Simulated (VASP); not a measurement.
A run of VASP 6.6.1 is set up as follows.

File INCAR:

```
SYSTEM = InP
PREC = Accurate
ENCUT = 520
EDIFF = 1E-6
ISMEAR = 0
SIGMA = 0.05
LREAL = .False.
LASPH = .True.
NELM = 100
ALGO = Normal
ISIF = 2
LWAVE = .False.
LCHARG = .False.
NBANDS = 16
```

KPOINTS

```
Automatic mesh
0
Gamma
  12 12 12
  0 0 0
```

Contents of POSCAR:

```
InP
1.0
    0.0000000000      2.5338718249      3.0396734943
    3.0396734943      0.0000000000      3.0396734943
    3.0396734943      2.5338718249      0.0000000000
In P
1 1
Direct
    0.0000000000      0.0000000000      0.0000000000
    0.7500000000      0.7500000000      0.7500000000
```

Potentials or basis: VASP PAW LDA potentials, release 64 (In_d, P).

Run with:

```console
$ cat potpaw_LDA.64/In_d/POTCAR potpaw_LDA.64/P/POTCAR > POTCAR
$ mpirun -np 1 vasp_std > vasp.out
```

(1) What does it give for the pressure?

(2) What does it give for the band gap on the k mesh?

Answers

(1) 3.3 GPa.

(2) 0.29 eV, indirect (least direct gap 0.37 eV).

Caveat: spin-orbit coupling is left out, which moves the levels of the heavy elements.
